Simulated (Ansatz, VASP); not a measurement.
## One calculation of Sn2As, two programs

```
Sn As
1.0
     7.05276    0.00000    0.00000
    -3.52638    6.10787    0.00000
     0.00000    0.00000    6.17151
Sn As
6 3
Direct
  0.37350 0.00000 0.19748
  0.00000 0.37350 0.19748
  0.62650 0.62650 0.19748
  0.00000 0.62650 0.80252
  0.62650 0.00000 0.80252
  0.37350 0.37350 0.80252
  0.33333 0.66667 0.50000
  0.66667 0.33333 0.50000
  0.00000 0.00000 0.00000
```

Alike in both runs: functional PBE; k mesh 6 × 6 × 6; occupations gaussian, width 0.1 eV; no spin polarisation.

Ansatz relaxed the structure, and its values are those at the end. VASP's run is a single point on that final structure, the one shown.

```csv
,VASP,Ansatz
version,VASP 6.6.1,Ansatz 0.2.0
potentials or method,"VASP PAW PBE potentials, release 64 (Sn_d, As), cutoff 520 eV","scalar-relativistic, plane waves, PAW"
valence electrons in the cell,99,129
```

```csv
,VASP,Ansatz,Ansatz less VASP
gap on the k mesh at the Fermi level (eV),none,none,-
pressure (GPa),0.0,0.0,+0.01
```

A gap of «none» marks a metal or a gap that the smearing closes. With one functional, cell and mesh, what is left measures potentials, basis and numerics. VASP's potentials hold 99 valence electrons a cell and Ansatz's 129, so a difference there can come from the potentials and not from the codes.
